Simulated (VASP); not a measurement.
Set up this calculation in VASP 6.6.1, as the native input.

- Task: single point
- Functional: PBE
- Potentials or basis: VASP PAW PBE potentials, release 64 (Sr_sv, Br)
- Cutoff: 520 eV
- k mesh: 10 × 6 × 6
- Occupations: gaussian, width 0.1 eV
- Spin: no spin polarisation
- Dipole correction: no
- Further INCAR settings: ALGO = Normal; EDIFF = 1e-06; NBANDS = 36

The structure of Sr2Br lies in POSCAR:

```
Sr2Br
1.0
    4.0925826501      0.0000000000      0.0000000000
    0.0000000000      7.6966919341      0.0000000000
    0.0000000000      0.0000000000      8.1617281754
Sr Br
4 2
Direct
    0.0000000000      0.7506425604      0.2889850719
    0.0000000000      0.2493574396      0.2889850719
    0.5000000000      0.2506425604      0.7110149281
    0.5000000000      0.7493574396      0.7110149281
    0.0000000000      0.0000000000      0.9592015646
    0.5000000000      0.5000000000      0.0407984354
```

One way to write it, as run:

INCAR

```
PREC = Accurate
ENCUT = 520
EDIFF = 1E-6
ISMEAR = 0
SIGMA = 0.1
LREAL = F
LASPH = T
NELM = 80
ALGO = Normal
ISIF = 2
LWAVE = F
LCHARG = T
GGA = PE
LELF = T
LVHAR = T
NBANDS = 36
```

KPOINTS

```
Automatic mesh
0
Gamma
  10 6 6
```

Potentials or basis: VASP PAW PBE potentials, release 64 (Sr_sv, Br).

Run with:

```bash
$ cat potpaw_PBE.64/Sr_sv/POTCAR potpaw_PBE.64/Br/POTCAR > POTCAR
$ mpirun -np 1 vasp_std > vasp.out
```

Results of the run:

| Item | Value |
| --- | --- |
| Pressure | 0.0 GPa |
| Largest force | 0.015 eV/Å |
| Band gap on the k mesh | zero (bands 27 and 28 overlap by 1.02 eV) |

It took 28 min on 1 thread of Intel Xeon 8259CL (shared host), peak memory 0.83 GiB.
